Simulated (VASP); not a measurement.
# AlNi (C2/m) in VASP: single point with PBE

Aim: the single point of AlNi with PBE.

All numbers are computed with VASP 6.6.1; they aren't measurements. Logs are shortened: lines on timing, memory, paths and dates and some standing lists are left out, and cuts for length are marked.

## (1) The cell of the first run

Symmetry: C2/m, No. 12, monoclinic system. Conventional cell: a = 4.601 Å, b = 2.789 Å, c = 4.111 Å, α = 90.00°, β = 109.27°, γ = 90.00°. Al (site symmetry 2/m) has 6 Ni at 2.48 to 2.53 Å and 6 Al at 2.69 to 2.79 Å within 3.3 Å. Ni (site symmetry 2/m) has 6 Al at 2.48 to 2.53 Å and 6 Ni at 2.69 to 2.79 Å within 3.3 Å.

## (2) Single point, PBE, collinear spin, ferromagnetic start

The input, INCAR:

```
  ALGO = Normal
  EDIFF = 1E-6
  ENCUT = 520
  GGA = PE
  ISIF = 2
  ISMEAR = 0
  ISPIN = 2
  LASPH = T
  LCHARG = F
  LMAXMIX = 4
  LORBIT = 11
  LREAL = F
  LWAVE = F
  MAGMOM = 0 2
  NBANDS = 18
  NELM = 150
  PREC = Accurate
  SIGMA = 0.1
```

The input, KPOINTS:

```
k-points
0
Gamma
  8 8 6
```

The input, POSCAR:

```
AlNi
1.0
    2.3006810000     -1.3946800000      0.0000000000
    2.3006810000      1.3946800000      0.0000000000
   -1.3564510000      0.0000000000      3.8808380000
Al Ni
1 1
Direct
    0.0000000000      0.0000000000      0.0000000000
    0.5000000000      0.5000000000      0.5000000000
```

Potentials or basis: VASP PAW PBE potentials, release 64 (Al, Ni).

Command:

```bash
$ cat potpaw_PBE.64/Al/POTCAR potpaw_PBE.64/Ni/POTCAR > POTCAR
$ mpirun -np 1 vasp_std > vasp.out
```

OUTCAR:

```text
EDIFF = 1E-6
   ENCUT = 520
   GGA = PE
   ISIF = 2
   ISMEAR = 0
   ISPIN = 2
   LASPH = T
   LORBIT = 11
   LREAL = F
   NELM = 150
   PREC = Accurate

 ion  position               nearest neighbor table
   1  0.000  0.000  0.000-   2 2.48   2 2.48   2 2.48   2 2.48   2 2.53   2 2.53
   2  0.500  0.500  0.500-   1 2.48   1 2.48   1 2.48   1 2.48   1 2.53   1 2.53

  LATTYP: Found a base centered monoclinic cell.
 ALAT       =     4.6013620000
 B/A-ratio  =     0.6062031199
 C/A-ratio  =     0.8934454424
 COS(beta)  =    -0.3299511685

  Lattice vectors:

 A1 = (   2.3006810000,  -1.3946800000,   0.0000000000)
 A2 = (   2.3006810000,   1.3946800000,   0.0000000000)
 A3 = (  -1.3564510000,   0.0000000000,   3.8808380000)

Analysis of symmetry for initial positions (statically):
=====================================================================
 Subroutine PRICEL returns:
 Original cell was already a primitive cell.

 Routine SETGRP: Setting up the symmetry group for a
 base centered monoclinic supercell.

 Subroutine GETGRP returns: Found  4 space group operations
 (whereof  4 operations were pure point group operations)
 out of a pool of  4 trial point group operations.

The static configuration has the point symmetry C_2h.

Analysis of symmetry for dynamics (positions and initial velocities):
=====================================================================
 Subroutine PRICEL returns:
 Original cell was already a primitive cell.

 Routine SETGRP: Setting up the symmetry group for a
 base centered monoclinic supercell.

 Subroutine GETGRP returns: Found  4 space group operations
 (whereof  4 operations were pure point group operations)
 out of a pool of  4 trial point group operations.

The dynamic configuration has the point symmetry C_2h.

Analysis of structural, dynamic, and magnetic symmetry:
=====================================================================
 Subroutine PRICEL returns:
 Original cell was already a primitive cell.

 Routine SETGRP: Setting up the symmetry group for a
 base centered monoclinic supercell.

 Subroutine GETGRP returns: Found  4 space group operations
 (whereof  4 operations were pure point group operations)
 out of a pool of  4 trial point group operations.

[... 117 lines left out ...]
   IALGO  =     38    algorithm
   IMIX   =      4    mixing-type and parameters
     AMIX     =   0.40;   BMIX     =  1.00
     AMIX_MAG =   1.60;   BMIX_MAG =  1.00
  volume/ion in A,a.u.               =      12.45        84.03
  Fermi-wavevector in a.u.,A,eV,Ry     =   1.318137  2.490917 23.639910  1.737484
  Thomas-Fermi vector in A             =   2.448128
   LORBIT       =     11    0 simple, 1 ext, 2 COOP (PROOUT), +10 PAW based schemes
   GGA     = PE    functional components
   LHFCALC =     F    Hartree Fock is set to
   AEXX    =    0.0000 exact exchange contribution
   IVDW    =     0    specifies the selected vdW correction
   LEPSILON=     F    determine dielectric tensor
   LRPA    =     F    only Hartree local field effects (RPA)
 spin polarized calculation
 Gauss-broadening in eV      SIGMA  =   0.10
  energy-cutoff  :      520.00
  volume of cell :       24.90
 maximum number of plane-waves:       690
   NGX =  9   NGY =  9   NGZ = 15

 number of electron      12.9999998 magnetization      -0.0022769

 number of electron      12.9999998 magnetization       0.0004822

 Free energy of the ion-electron system (eV)
  ---------------------------------------------------
  ext. energy  EPLUGINS =         0.00000000
  ---------------------------------------------------
  free energy    TOTEN  =       -10.03807233 eV

  energy without entropy =      -10.03363084  energy(sigma->0) =      -10.03585158

 E-fermi :   9.3687     XC(G=0): -11.8507

 val. band max:        9.3491785293   @ k =  -0.1250   0.5000   0.3333
 cond. band min:       9.3720456546   @ k =   0.3750   0.3750   0.5000
 fundamental gap:      0.0228671253
 Fermi energy:         9.3687485614

 spin component 1

 k-point     1 :       0.0000    0.0000    0.0000
  band No.  band energies     occupation
      1      -1.5154      1.00000
      2       5.7367      1.00000
      3       7.4842      1.00000
      4       7.6484      1.00000
      5       7.7795      1.00000
      6       7.9599      1.00000
[... 493 lines left out ...]
     17      30.9513      0.00000
     18      35.5000      0.00000

 [... further k-points ...]

 spin component 2

 k-point     1 :       0.0000    0.0000    0.0000
  band No.  band energies     occupation
      1      -1.5154      1.00000
      2       5.7371      1.00000
      3       7.4848      1.00000
      4       7.6484      1.00000
      5       7.7802      1.00000
      6       7.9603      1.00000
[... 493 lines left out ...]
     17      30.9514      0.00000
     18      35.5000      0.00000

 [... further k-points ...]

------------------------ aborting loop because EDIFF is reached ----------------------------------------

  FORCE on cell =-STRESS in cart. coord.  units (eV):
  Direction    XX          YY          ZZ          XY          YZ          ZX
  --------------------------------------------------------------------------------------
  -------------------------------------------------------------------------------------
  Total        0.4212537      0.1250278      0.3789271      0.0000000      0.0000000     -0.1160843
  in kB       27.0999102      8.0432334     24.3769689      0.0000000      0.0000000     -7.4678829
  external PRESSURE =      19.8400375 kB  Pullay stress =       0.0000000 kB

 VOLUME and BASIS-vectors are now :
 -----------------------------------------------------------------------------
  energy-cutoff  :      520.00
  volume of cell :       24.90
      direct lattice vectors                 reciprocal lattice vectors
     2.300681000 -1.394680000  0.000000000     0.217326957 -0.358505177  0.075961266
     2.300681000  1.394680000  0.000000000     0.217326957  0.358505177  0.075961266
    -1.356451000  0.000000000  3.880838000     0.000000000  0.000000000  0.257676306

 POSITION                                       TOTAL-FORCE (eV/Angst)
 -----------------------------------------------------------------------------------
      0.00000      0.00000      0.00000        -0.000000     -0.000000      0.000000
      1.62246      0.00000      1.94042         0.000000      0.000000      0.000000
 -----------------------------------------------------------------------------------
    total drift:                                0.000000      0.000000      0.000000

  FREE ENERGIE OF THE ION-ELECTRON SYSTEM (eV)
  ---------------------------------------------------
  free  energy   TOTEN  =       -10.0380723279 eV

  energy  without entropy=      -10.0336308392  energy(sigma->0) =      -10.03585158

 total charge

# of ion       s       p       d       tot
------------------------------------------
    1        0.414   0.411   0.000   0.825
    2        0.453   0.481   8.419   9.353
--------------------------------------------------
tot          0.867   0.892   8.419  10.178

 magnetization (x)

# of ion       s       p       d       tot
------------------------------------------
    1       -0.000  -0.000   0.000  -0.000
    2        0.000   0.000   0.000   0.000
--------------------------------------------------
tot         -0.000  -0.000   0.000   0.000
```

It took 2 min on 1 thread of Intel Xeon 8259CL, shared host; peak memory 0.2 GiB.

What came out:

| Item | Value |
| --- | --- |
| Free energy | -10.0381 eV |
| Pressure | 2.0 GPa |
| Net moment | 0.00 μB per cell |
| Valence electrons inside the program's atomic spheres | Al 0.82; Ni 9.35 |

Caveat: the moments typed at the start vanished in this run.
